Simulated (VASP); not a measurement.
Input of a VASP 6.6.1 run:

The input INCAR:

```
  PREC = Accurate
  ENCUT = 500
  EDIFF = 1E-6
  ISMEAR = 0
  SIGMA = 0.15
  LREAL = False
  LASPH = True
  NELM = 120
  ALGO = Normal
  ISIF = 2
  LWAVE = False
  LCHARG = False
  GGA = PE
  NBANDS = 13
  GGA_COMPAT = False
```

The input KPOINTS:

```
regular mesh
0
Gamma
  26 26 26
```

File POSCAR:

```
W
1.0
   -1.5917793224      1.4326013902      1.5917793224
    1.5917793224     -1.4326013902      1.5917793224
    1.5917793224      1.4326013902     -1.5917793224
W
1
Direct
    0.0000000000      0.0000000000      0.0000000000
```

Potentials or basis: VASP PAW PBE potentials, release 64 (W_sv).

The run is started by

```console
$ cat potpaw_PBE.64/W_sv/POTCAR > POTCAR
$ mpirun -np 1 vasp_std > vasp.out
```

(1) What does it give for the band gap on the k mesh?

(2) What does it give for the pressure?

Answers

(1) zero (bands 7 and 8 overlap by 7.16 eV).

(2) 42.9 GPa.

Caveat: the cell differs from its parent crystal (strain -0.1000 x Voigt [0, 1, 0, 0, 0, 0]); the cell stands under pressure; spin-orbit coupling is left out, which moves the levels of the heavy elements.
